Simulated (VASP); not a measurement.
# Hf in VASP: notebook

Hf is run at these levels: PBE; tasks: single point.

Everything below comes from runs of VASP 6.6.1. Logs are shortened: lines on timing, memory, paths and dates and some standing lists are left out, and cuts for length are marked.

### 1 The cell of the first run

The cell holds a slab with vacuum, 6 atoms: a = 3.205 Å, b = 3.205 Å, c = 27.671 Å, α = 90.00°, β = 90.00°, γ = 120.00°.

### 2 Single point, PBE

Contents of INCAR:

```
SYSTEM = Hf
PREC = Accurate
ENCUT = 520
EDIFF = 1E-6
ISMEAR = 0
SIGMA = 0.1
LREAL = .FALSE.
LASPH = .TRUE.
NELM = 80
ALGO = Fast
ISIF = 2
LWAVE = .FALSE.
LCHARG = .FALSE.
LDIPOL = .TRUE.
IDIPOL = 3
DIPOL = 0.5 0.5 0.500
GGA = PE
NBANDS = 39
```

Contents of KPOINTS:

```
regular mesh
0
G
  12 12 1
  0 0 0
```

Contents of POSCAR:

```
Hf
1.0
    3.2046131816      0.0000000000      0.0000000000
   -1.6023065908      2.7752764246      0.0000000000
    0.0000000000      0.0000000000     27.6711822464
Hf
6
Direct
    0.6666666667      0.3333333333      0.2710400999
    0.3333333333      0.6666666667      0.3626240599
    0.6666666667      0.3333333333      0.4542080200
    0.3333333333      0.6666666667      0.5457919800
    0.6666666667      0.3333333333      0.6373759401
    0.3333333333      0.6666666667      0.7289599001
```

Potentials or basis: VASP PAW PBE potentials, release 64 (Hf_pv).

Run with:

```bash
cat potpaw_PBE.64/Hf_pv/POTCAR > POTCAR
mpirun -np 1 vasp_std > vasp.out
```

OUTCAR:

```text
SYSTEM = Hf
   PREC = Accurate
   ENCUT = 520
   EDIFF = 1E-6
   ISMEAR = 0
   LREAL = .FALSE.
   LASPH = .TRUE.
   NELM = 80
   ISIF = 2
   GGA = PE

 ion  position               nearest neighbor table
   1  0.667  0.333  0.271-   2 3.14   2 3.14   2 3.14
   2  0.333  0.667  0.363-   1 3.14   1 3.14   1 3.14   3 3.14   3 3.14   3 3.14
   3  0.667  0.333  0.454-   4 3.14   4 3.14   4 3.14   2 3.14   2 3.14   2 3.14
   4  0.333  0.667  0.546-   3 3.14   3 3.14   3 3.14   5 3.14   5 3.14   5 3.14
   5  0.667  0.333  0.637-   6 3.14   6 3.14   6 3.14   4 3.14   4 3.14   4 3.14
   6  0.333  0.667  0.729-   5 3.14   5 3.14   5 3.14

  LATTYP: Found a hexagonal cell.
 ALAT       =     3.2046131816
 C/A-ratio  =     8.6347963633

  Lattice vectors:

 A1 = (   3.2046131816,   0.0000000000,   0.0000000000)
 A2 = (  -1.6023065908,   2.7752764246,   0.0000000000)
 A3 = (   0.0000000000,   0.0000000000,  27.6711822464)

Analysis of symmetry for initial positions (statically):
=====================================================================
 Subroutine PRICEL returns:
 Original cell was already a primitive cell.

 Routine SETGRP: Setting up the symmetry group for a
 hexagonal supercell.

 Subroutine GETGRP returns: Found 12 space group operations
 (whereof 12 operations were pure point group operations)
 out of a pool of 24 trial point group operations.

The static configuration has the point symmetry D_3d.

Analysis of symmetry for dynamics (positions and initial velocities):
=====================================================================
 Subroutine PRICEL returns:
 Original cell was already a primitive cell.

 Routine SETGRP: Setting up the symmetry group for a
 hexagonal supercell.

 Subroutine GETGRP returns: Found 12 space group operations
 (whereof 12 operations were pure point group operations)
 out of a pool of 24 trial point group operations.

The dynamic configuration has the point symmetry D_3d.

 Subroutine INISYM returns: Found 12 space group operations
 (whereof 12 operations are pure point group operations),
 and found     1 'primitive' translations

----------------------------------------------------------------------------------------

                                     Primitive cell

  volume of cell :     246.0988

  direct lattice vectors                    reciprocal lattice vectors
     3.204613182  0.000000000  0.000000000     0.312050143  0.180162234  0.000000000
    -1.602306591  2.775276425  0.000000000     0.000000000  0.360324468  0.000000000
     0.000000000  0.000000000 27.671182246     0.000000000  0.000000000  0.036138680

  length of vectors
     3.204613182  3.204613182 27.671182246     0.360324468  0.360324468  0.036138680

  position of ions in fractional coordinates (direct lattice)
     0.666666667  0.333333333  0.271040100
     0.333333333  0.666666667  0.362624060
     0.666666667  0.333333333  0.454208020
     0.333333333  0.666666667  0.545791980
     0.666666667  0.333333333  0.637375940
     0.333333333  0.666666667  0.728959900

  ion indices of the primitive-cell ions
   primitive index   ion index
                 1           1
                 2           2
                 3           3
                 4           4
                 5           5
                 6           6

----------------------------------------------------------------------------------------

 KPOINTS: regular mesh

Automatic generation of k-mesh.
 Grid dimensions read from file:
 generate k-points for:   12   12    1

 Generating k-lattice:

  Cartesian coordinates                     Fractional coordinates (reciprocal lattice)
     0.026004179  0.015013519  0.000000000     0.083333333  0.000000000  0.000000000
     0.000000000  0.030027039  0.000000000     0.000000000  0.083333333  0.000000000
     0.000000000  0.000000000  0.036138680     0.000000000  0.000000000  1.000000000

  Length of vectors
     0.030027039  0.030027039  0.036138680

  Shift w.r.t. Gamma in fractional coordinates (k-lattice)
     0.000000000  0.000000000  0.000000000

 Subroutine IBZKPT returns following result:
 ===========================================

 Found     19 irreducible k-points:

 Following reciprocal coordinates:
            Coordinates               Weight
  0.000000  0.000000  0.000000      1.000000
  0.083333  0.000000  0.000000      6.000000
  0.166667  0.000000  0.000000      6.000000
  0.250000  0.000000  0.000000      6.000000
  0.333333  0.000000  0.000000      6.000000
  0.416667  0.000000  0.000000      6.000000
[... 11 lines left out ...]
  0.333333  0.250000  0.000000     12.000000
  0.333333  0.333333  0.000000      2.000000
   k-points           NKPTS =     19   k-points in BZ     NKDIM =     19   number of bands    NBANDS=     39
   number of dos      NEDOS =    301   number of ions     NIONS =      6
   total plane-waves  NPLWV = 120960
   dimension x,y,z NGX =    24 NGY =   24 NGZ =  210
   dimension x,y,z NGXF=    48 NGYF=   48 NGZF=  420
   ions per type =               6
   NGX,Y,Z   is equivalent  to a cutoff of  12.45, 12.45, 12.62 a.u.
   NGXF,Y,Z  is equivalent  to a cutoff of  24.90, 24.90, 25.23 a.u.
 SYSTEM =  Hf
   PREC   = accura    normal or accurate (medium, high low for compatibility)
   ISTART =      0    job   : 0-new  1-cont  2-samecut
   ICHARG =      2    charge: 1-file 2-atom 10-const
   ISPIN  =      1    spin polarized calculation?
   LNONCOLLINEAR =      F non collinear calculations
   LSORBIT =      F    spin-orbit coupling
   LASPH  =      T    aspherical Exc in radial PAW
   ENCUT  =  520.0 eV  38.22 Ry    6.18 a.u.   5.96  5.96 51.45*2*pi/ulx,y,z
   NELM   =     80;   NELMIN=  2; NELMDL= -5     # of ELM steps
   EDIFF  = 0.1E-05   stopping-criterion for ELM
   LREAL  =      F    real-space projection
   EDIFFG = 0.1E-04   stopping-criterion for IOM
   NSW    =      0    number of steps for IOM
   IBRION =     -1    ionic relax: 0-MD 1-quasi-New 2-CG
   NFREE  =      0    steps in history (QN), initial steepest desc. (CG)
   ISIF   =      2    stress and relaxation
   ISYM   =      2    0-nonsym 1-usesym 2-fastsym
   POTIM  = 0.5000    time-step for ionic-motion
   TEBEG  =    0.0;   TEEND  =   0.0 temperature during run
   PSTRESS=    0.0 pullay stress
   NELECT =      60.0000    total number of electrons
   NUPDOWN=      -1.0000    fix difference up-down
   EMIN   =  10.00;   EMAX   =-10.00  energy-range for DOS
   EFERMI =   0.00;   METHOD = LEGACY
   ISMEAR =     0;   SIGMA  =   0.10  broadening in eV -4-tet -1-fermi 0-gaus
   EFERMI_NEDOS =   21; number of points for ismear=-14 and -15
   IALGO  =     68    algorithm
   IMIX   =      4    mixing-type and parameters
     AMIX     =   0.40;   BMIX     =  1.00
     AMIX_MAG =   1.60;   BMIX_MAG =  1.00
  volume/ion in A,a.u.               =      41.02       276.79
  Fermi-wavevector in a.u.,A,eV,Ry     =   1.022717  1.932655 14.231009  1.045950
  Thomas-Fermi vector in A             =   2.156411
   LORBIT       =      0    0 simple, 1 ext, 2 COOP (PROOUT), +10 PAW based schemes
   GGA     = PE    functional components
   LHFCALC =     F    Hartree Fock is set to
   AEXX    =    0.0000 exact exchange contribution
   IVDW    =     0    specifies the selected vdW correction
   LEPSILON=     F    determine dielectric tensor
   LRPA    =     F    only Hartree local field effects (RPA)
 non-spin polarized calculation
 RMM-DIIS sequential band-by-band and
 Gauss-broadening in eV      SIGMA  =   0.10
  energy-cutoff  :      520.00
  volume of cell :      246.10
 maximum number of plane-waves:      6702
 NGX is ok and might be reduce to    24
   NGX = 11   NGY = 11   NGZ =103

 dipolmoment           0.000000      0.000000      0.000000 electrons x Angstroem

 number of electron      60.0000012 magnetization

 dipolmoment           0.000000      0.000000     -0.000000 electrons x Angstroem

 Free energy of the ion-electron system (eV)
  ---------------------------------------------------
  ext. energy  EPLUGINS =         0.00000000
  ---------------------------------------------------
  free energy    TOTEN  =       -57.50694348 eV

  energy without entropy =      -57.46417912  energy(sigma->0) =      -57.48556130

 E-fermi :   0.8078     XC(G=0):  -6.9409

 val. band max:        0.8032871431   @ k =   0.3333   0.0833   0.0000
 cond. band min:       0.8151383873   @ k =   0.3333   0.0833   0.0000
 fundamental gap:      0.0118512442
 Fermi energy:         0.8078074925

 k-point     1 :       0.0000    0.0000    0.0000
  band No.  band energies     occupation
      1     -30.3137      2.00000
      2     -30.2977      2.00000
      3     -30.1133      2.00000
      4     -29.8454      2.00000
      5     -29.7765      2.00000
      6     -29.7765      2.00000
[... 31 lines left out ...]
     38       2.1415      0.00000
     39       2.5248      0.00000

 k-point     2 :       0.0833    0.0000    0.0000
  band No.  band energies     occupation
      1     -30.3027      2.00000
      2     -30.2893      2.00000
      3     -30.1057      2.00000
      4     -29.8594      2.00000
      5     -29.8162      2.00000
      6     -29.8029      2.00000
[... 31 lines left out ...]
     38       2.2714      0.00000
     39       2.3673      0.00000

 k-point     3 :       0.1667    0.0000    0.0000
  band No.  band energies     occupation
      1     -30.2739      2.00000
      2     -30.2668      2.00000
      3     -30.0856      2.00000
      4     -29.9382      2.00000
      5     -29.9188      2.00000
      6     -29.8418      2.00000
[... 622 lines left out ...]
 k-point    18 :       0.3333    0.2500    0.0000
  band No.  band energies     occupation
      1     -30.2346      2.00000
      2     -30.2340      2.00000
      3     -30.1797      2.00000
      4     -30.1771      2.00000
      5     -30.0837      2.00000
      6     -30.0808      2.00000
[... 31 lines left out ...]
     38       2.7041      0.00000
     39       2.8908      0.00000

 k-point    19 :       0.3333    0.3333    0.0000
  band No.  band energies     occupation
      1     -30.1788      2.00000
      2     -30.1788      2.00000
      3     -30.1718      2.00000
      4     -30.1718      2.00000
      5     -30.1583      2.00000
      6     -30.1581      2.00000
[... 31 lines left out ...]
     38       2.8813      0.00000
     39       3.0190      0.00000

------------------------ aborting loop because EDIFF is reached ----------------------------------------

 vacuum level on the upper side and lower side of the slab       (xc-potential included)        -0.205        -0.205

  FORCE on cell =-STRESS in cart. coord.  units (eV):
  Direction    XX          YY          ZZ          XY          YZ          ZX
  --------------------------------------------------------------------------------------
  -------------------------------------------------------------------------------------
  Total       -2.7052368     -2.7052368     -2.9786444     -0.0000000      0.0000000     -0.0000000
  in kB      -17.6119033    -17.6119033    -19.3918687     -0.0000000      0.0000000     -0.0000000
  external PRESSURE =     -18.2052251 kB  Pullay stress =       0.0000000 kB

 VOLUME and BASIS-vectors are now :
 -----------------------------------------------------------------------------
  energy-cutoff  :      520.00
  volume of cell :      246.10
      direct lattice vectors                 reciprocal lattice vectors
     3.204613182  0.000000000  0.000000000     0.312050143  0.180162234  0.000000000
    -1.602306591  2.775276425  0.000000000     0.000000000  0.360324468  0.000000000
     0.000000000  0.000000000 27.671182246     0.000000000  0.000000000  0.036138680

 POSITION                                       TOTAL-FORCE (eV/Angst)
 -----------------------------------------------------------------------------------
      1.60231      0.92509      7.50000         0.000000      0.000000      0.657611
     -0.00000      1.85018     10.03424        -0.000000      0.000000     -0.749013
      1.60231      0.92509     12.56847        -0.000000     -0.000000      0.123212
     -0.00000      1.85018     15.10271        -0.000000      0.000000     -0.123212
      1.60231      0.92509     17.63695         0.000000     -0.000000      0.749013
     -0.00000      1.85018     20.17118        -0.000000     -0.000000     -0.657611
 -----------------------------------------------------------------------------------
    total drift:                                0.000000     -0.000000     -0.000000

  FREE ENERGIE OF THE ION-ELECTRON SYSTEM (eV)
  ---------------------------------------------------
  free  energy   TOTEN  =       -57.5069434753 eV

  energy  without entropy=      -57.4641791215  energy(sigma->0) =      -57.48556130

 vacuum level on the upper side and lower side of the slab         4.995         4.995
```

It took 11 min on 1 thread of Intel Xeon Platinum 8559C (Emerald Rapids), shared host; peak memory 0.42 GiB.

Results:

* Free energy: -57.5069 eV
* Largest force: 0.749 eV/Å
* Band gap on the k mesh: zero (bands 30 and 31 overlap by 1.40 eV)

Forces on the atoms (eV/Å):
```
Hf   0.000  0.000  0.658
Hf   0.000  0.000 -0.749
Hf   0.000  0.000  0.123
Hf   0.000  0.000 -0.123
Hf   0.000  0.000  0.749
Hf   0.000  0.000 -0.658
```

Levels at points of the mesh, in eV from the Fermi level:
```csv
k point,band 26,band 27,band 28,band 29,band 30,band 31,band 32,band 33,band 34,band 35
"(0.00, 0.00, 0.00)",-0.07,0.27,0.33,0.58,0.92,1.06,1.06,1.08,1.08,1.22
"(0.50, 0.00, 0.00)",-1.43,-1.10,-1.04,-1.03,0.21,0.36,1.00,1.11,1.19,1.33
```

Caveat: spin-orbit coupling is left out, which moves the levels of the heavy elements.

### 3 Single point, PBE

Contents of INCAR:

```
SYSTEM = Hf
PREC = Accurate ; ENCUT = 520
EDIFF = 1E-6 ; ISMEAR = 0
SIGMA = 0.1 ; LREAL = .False.
LASPH = .True. ; NELM = 80
ALGO = Fast ; ISIF = 2
LWAVE = .False. ; LCHARG = .False.
LDIPOL = .True. ; IDIPOL = 3
DIPOL = 0.5 0.5 0.500 ; GGA = PE
NBANDS = 39
```

Contents of KPOINTS:

```
regular mesh
0
Gamma
  12 12 1
  0 0 0
```

Contents of POSCAR:

```
Hf
1.0
    3.2046131816      0.0000000000      0.0000000000
   -1.6023065908      2.7752764246      0.0000000000
    0.0000000000      0.0000000000     27.6711822464
Hf
6
Direct
    0.6666666667      0.3333333333      0.2749895111
    0.3333333333      0.6666666667      0.3606435943
    0.6666666667      0.3333333333      0.4550465465
    0.3333333333      0.6666666667      0.5449534507
    0.6666666667      0.3333333333      0.6393564091
    0.3333333333      0.6666666667      0.7250104884
```

Potentials or basis: VASP PAW PBE potentials, release 64 (Hf_pv).

Run with:

```bash
cat potpaw_PBE.64/Hf_pv/POTCAR > POTCAR
mpirun -np 1 vasp_std > vasp.out
```

Run time: 11 min. Hardware: 1 thread of Intel Xeon Platinum 8559C (Emerald Rapids), shared host; peak memory 0.42 GiB.

Results (log left out):

```
Free energy            : -57.6447 eV
Largest force          : 0.047 eV/Å
Band gap on the k mesh : zero (bands 30 and 31 overlap by 1.52 eV)
```

Forces in eV/Å, atoms in the order of the input:
```
Hf   0.000  0.000  0.047
Hf   0.000  0.000 -0.027
Hf   0.000  0.000  0.010
Hf   0.000  0.000 -0.010
Hf   0.000  0.000  0.027
Hf   0.000  0.000 -0.047
```

Levels at points of the mesh, in eV from the Fermi level:
| k point | band 27 | band 28 | band 29 | band 30 | band 31 | band 32 | band 33 | band 34 | band 35 | band 36 |
| --- | --- | --- | --- | --- | --- | --- | --- | --- | --- | --- |
| (0.00, 0.00, 0.00) | 0.29 | 0.48 | 0.81 | 1.03 | 1.03 | 1.03 | 1.03 | 1.14 | 1.14 | 1.22 |
| (0.50, 0.00, 0.00) | -1.18 | -0.97 | -0.93 | 0.31 | 0.43 | 0.96 | 1.19 | 1.28 | 1.32 | 1.35 |

Caveat: spin-orbit coupling is left out, which moves the levels of the heavy elements.
